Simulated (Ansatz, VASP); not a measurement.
## Ag: VASP beside Ansatz

The input INCAR:

```
ALGO = Normal
EDIFF = 1E-7
ENCUT = 520
GGA = PE
ISIF = 2
ISMEAR = 0
LASPH = True
LCHARG = False
LREAL = False
LWAVE = False
NBANDS = 12
NELM = 100
PREC = Accurate
SIGMA = 0.15
```

Contents of KPOINTS:

```
k-points
0
Gamma
  10 10 10
```

POSCAR

```
Ag
1.0
    0.0000000000      2.0737465000      2.0431000000
    2.0737465000      0.0000000000      2.0431000000
    2.0737465000      2.0737465000      0.0000000000
Ag
1
Direct
    0.0000000000      0.0000000000      0.0000000000
```

Input for Ansatz:

```yaml
crystal:
  lattice:
    - [0.0, 2.0737465, 2.0431]
    - [2.0737465, 0.0, 2.0431]
    - [2.0737465, 2.0737465, 0.0]
  atoms:
    - { symbol: Ag, position: [0.0, 0.0, 0.0] }
basis:
  ecutwfc: 420
kpoints:
  mp_grid: { grid: [10, 10, 10] }
hamiltonian:
  xc: pbe
scf:
  occupations: { method: gaussian, width: 0.15 }
output:
  forces: true
  stress: true
  eigenvalues: true
```

Change from the starting cell: strain +0.015 along x and y, +0.000 along z, atoms carried along.

Alike in both runs: task single point; functional PBE; k mesh 10 × 10 × 10; occupations gaussian, width 0.15 eV; no spin polarisation.

```csv
,VASP,Ansatz
version,VASP 6.6.1,Ansatz 0.2.0
potentials or method,"VASP PAW PBE potentials, release 64 (Ag), cutoff 520 eV","scalar-relativistic, plane waves, PAW"
valence electrons in the cell,11,19
```

|  | VASP | Ansatz | Ansatz less VASP |
| --- | --- | --- | --- |
| gap on the k mesh at the Fermi level (eV) | none | none | - |
| pressure (GPa) | 1.6 | 1.7 | +0.13 |
| traceless stress, the component that is largest in VASP (GPa) | 0.21 | 0.22 | +0.010 |

A gap of «none» marks a metal or a gap that the smearing closes. With one functional, cell and mesh, what is left measures potentials, basis and numerics. VASP's potentials hold 11 valence electrons a cell and Ansatz's 19, so a difference there can come from the potentials and not from the codes.
